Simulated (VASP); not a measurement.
Wanted: the native input for a VASP 6.6.1 run.

* Task: single point
* Functional: HSE06
* Potentials or basis: VASP PAW PBE potentials, release 64 (Sn_d)
* Cutoff: 520 eV
* k mesh: 6 × 6 × 6
* Occupations: fermi-dirac, width 0.05 eV
* Spin: no spin polarisation
* Dipole correction: no
* Grid for exact exchange (PRECFOCK): Normal
* Further INCAR settings: ALGO = Normal; EDIFF = 1e-07; NBANDS = 13
* Share of exact exchange: 0.25
* Screening parameter: 0.2079 1/Å

Crystal: Sn.

```
Sn
1.0
    -1.98777    1.98777    1.62686
     1.98777   -1.98777    1.62686
     1.98777    1.98777   -1.62686
Sn
1
Direct
  0.00000 0.00000 0.00000
```

One way to write it, as run:

POSCAR

```
Sn
1.0
   -1.9877657590      1.9877657590      1.6268574157
    1.9877657590     -1.9877657590      1.6268574157
    1.9877657590      1.9877657590     -1.6268574157
Sn
1
Direct
    0.0000000000      0.0000000000      0.0000000000
```

INCAR.step1

```
PREC = Accurate
ENCUT = 520
EDIFF = 1E-5
ISMEAR = -1
SIGMA = 0.05
LREAL = F
LASPH = T
NELM = 60
ALGO = Normal
ISIF = 2
LWAVE = T
NBANDS = 13
GGA = PE
```

INCAR.step2

```
PREC = Accurate
ENCUT = 520
EDIFF = 1E-7
ISMEAR = -1
SIGMA = 0.05
LREAL = F
LASPH = T
NELM = 60
ALGO = Normal
ISIF = 2
LWAVE = F
LCHARG = T
GGA = PE
LHFCALC = T
HFSCREEN = 0.2079
PRECFOCK = Normal
LELF = T
LVHAR = T
NBANDS = 13
ISTART = 1
```

KPOINTS

```
regular mesh
0
Gamma
  6 6 6
```

Potentials or basis: VASP PAW PBE potentials, release 64 (Sn_d).

Command:

```sh
$ cat potpaw_PBE.64/Sn_d/POTCAR > POTCAR
$ cp INCAR.step1 INCAR
$ mpirun -np 1 vasp_std > vasp.out
$ cp INCAR.step2 INCAR
$ mpirun -np 1 vasp_std > vasp.out
```

It gave:

```
Pressure               : 3.6 GPa
Band gap on the k mesh : zero (bands 7 and 8 overlap by 10.30 eV)
```

Caveat: the k points lie up to 0.42 Å⁻¹ apart, too coarse for converged energies and pressures of a metal; the PAW data sets were made with another functional, which shifts forces and pressure a little; spin-orbit coupling is left out, which moves the levels of the heavy elements.

Run time: 57 min on 1 thread of Intel(R) Xeon(R) Platinum 8259CL CPU @ 2.50GHz (Skylake/Cascade Lake), on a shared host, peak memory 0.25 GiB.
